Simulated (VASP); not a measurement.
Wanted: the native input for a VASP 6.6.1 run.

- Task: relaxation of cell and atoms
- Functional: PBE
- Potentials or basis: VASP PAW PBE potentials, release 64 (Si, Br)
- Cutoff: 600 eV
- k mesh: 8 × 8 × 8
- Occupations: gaussian, width 0.1 eV
- Spin: no spin polarisation
- Dipole correction: no
- Further INCAR settings: ALGO = Fast; EDIFF = 1e-07; IBRION = 2; EDIFFG = -0.01; NSW = 100; ISIF = 3

The structure of SiBr5 lies in POSCAR:

```
SiBr5
1.0
    0.0000000000      4.5415597800      4.5415597800
    4.5415597800      0.0000000000      4.5415597800
    4.5415597800      4.5415597800      0.0000000000
Si Br
1 5
Direct
    0.0000000000      0.0000000000      0.0000000000
    0.7500000000      0.7500000000      0.7500000000
    0.3750000000      0.3750000000      0.8750000000
    0.3750000000      0.8750000000      0.3750000000
    0.8750000000      0.3750000000      0.3750000000
    0.3750000000      0.3750000000      0.3750000000
```

The cell was generated, and may not be a known phase.

The input as run:

INCAR

```
ALGO = Fast
EDIFF = 1E-7
EDIFFG = -0.01
ENCUT = 600
GGA = PE
IBRION = 2
ISIF = 3
ISMEAR = 0
LASPH = T
LCHARG = F
LREAL = F
LWAVE = F
NELM = 60
NSW = 100
PREC = Accurate
SIGMA = 0.1
```

KPOINTS

```
k-points
0
Gamma
  8 8 8
```

Potentials or basis: VASP PAW PBE potentials, release 64 (Si, Br).

The run is started by

```console
$ cat potpaw_PBE.64/Si/POTCAR potpaw_PBE.64/Br/POTCAR > POTCAR
$ mpirun -np 1 vasp_std > vasp.out
```

It gave:

```json
{"Relaxed volume": "27.28 Å³/atom", "Relaxed cell": "a = 6.140 Å, b = 6.140 Å, c = 6.140 Å, α = 60.00°, β = 60.00°, γ = 60.00°", "Space group after relaxing (to 0.1 Å)": "F-43m (No. 216)", "Energy gained by relaxing": "39.4 meV/atom", "Ionic steps": "4", "Pressure after relaxing": "0.0 GPa", "Band gap on the k mesh": "zero (an odd number of electrons rules out a gap without spin polarisation)"}
```

Caveat: an odd number of electrons without spin polarisation forces a metal; a magnetic or distorted state may lie lower.

It took 20 min on 1 thread of Oxide Virtual Turin-like Processor (shared host), peak memory 0.46 GiB.
